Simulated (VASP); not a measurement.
Crystal: Sc.

```
Sc
1.0
     1.84000    1.84000    1.84000
    -1.84000    1.84000    1.84000
    -1.84000   -1.84000    1.84000
Sc
1
Direct
  0.00000 0.00000 0.00000
```

```yaml
Program: VASP 6.6.1
Task: relaxation of cell and atoms
Functional: LDA
Potentials_or_basis: VASP PAW LDA potentials, release 64 (Sc_sv)
Cutoff: 600 eV
k_mesh: 8 × 8 × 8
Occupations: fermi-dirac, width 0.05 eV
Spin: no spin polarisation
```

At the start: pressure -4.8 GPa; volume 24.92 Å³/atom.

Problem. Where does the relaxation end?

Solution. Over 3 steps the energy falls by 35.0 meV/atom and the volume is 22.72 Å³/atom (-8.8 %); space group Im-3m (No. 229, to 0.05 Å).

The path:
```csv
step,energy change (eV),largest force (eV/Å),pressure (GPa),volume (Å³)
1,0.0000,0.0000,-4.79,24.92
2,-0.0336,0.0000,1.13,22.32
3,-0.0350,0.0000,0.05,22.72
```

Final structure:
```xyz
1
Lattice="1.7843 1.7843 1.7843 -1.7843 1.7843 1.7843 -1.7843 -1.7843 1.7843" Properties=species:S:1:pos:R:3 pbc="T T T"
Sc    0.0000    0.0000    0.0000
```
